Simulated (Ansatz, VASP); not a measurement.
One calculation of YS2, two programs

```
CELL_PARAMETERS angstrom
0.00000 3.91472 3.91472
3.91472 0.00000 3.91472
3.91472 3.91472 0.00000
ATOMIC_POSITIONS crystal
Y 0.00000 0.00000 0.00000
Y 0.25000 0.25000 0.25000
S 0.62500 0.62500 0.62500
S 0.12500 0.62500 0.62500
S 0.62500 0.12500 0.62500
S 0.62500 0.62500 0.12500
```

Alike in both runs: task single point; functional PBE; k mesh 4 × 4 × 4; occupations fermi-dirac, width 0.1 eV; no spin polarisation.

|  | VASP | Ansatz |
| --- | --- | --- |
| version | VASP 6.6.1 | Ansatz 0.2.0 |
| potentials or method | VASP PAW PBE potentials, release 64 (Y_sv, S), cutoff 520 eV | plane waves, PAW |
| valence electrons in the cell | 46 | 46 |

```csv
,VASP,Ansatz,Ansatz less VASP
pressure (GPa),-0.5,-0.4,+0.05
```

The functional is the same, so the differences come from potentials, cutoffs and numerics.
